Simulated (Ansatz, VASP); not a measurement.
## Two plane-wave programs on PdPt2

```xyz
3
Lattice="4.6682 0.0000 0.0000 -2.3341 4.0427 0.0000 0.0000 0.0000 2.6290" Properties=species:S:1:pos:R:3 pbc="T T T"
Pd    0.0000    0.0000    0.0000
Pt    0.0000    2.6952    0.0000
Pt    2.3341    1.3476    0.0000
```

Alike in both runs: functional PBE; k mesh 6 × 6 × 4; occupations gaussian, width 0.1 eV; no spin polarisation.

Ansatz relaxed the structure, and its values are those at the end. VASP's run is a single point on that final structure, the one shown.

|  | VASP | Ansatz |
| --- | --- | --- |
| version | VASP 6.6.1 | Ansatz 0.2.0 |
| potentials or method | VASP PAW PBE potentials, release 64 (Pd, Pt), cutoff 500 eV | scalar-relativistic, plane waves, PAW |
| valence electrons in the cell | 30 | 54 |

Ansatz gave:

- gap on the k mesh at the Fermi level (eV): none
- pressure (GPa): 0.0

Question: Estimate VASP's values.

Answer: gap on the k mesh at the Fermi level (eV): none; pressure (GPa): -0.5.

A gap of «none» marks a metal or a gap that the smearing closes. VASP's potentials hold 30 valence electrons a cell and Ansatz's 54, so a difference there can come from the potentials and not from the codes.

The k mesh is coarse, so the values compare programs but aren't converged. Spin-orbit coupling is off throughout.
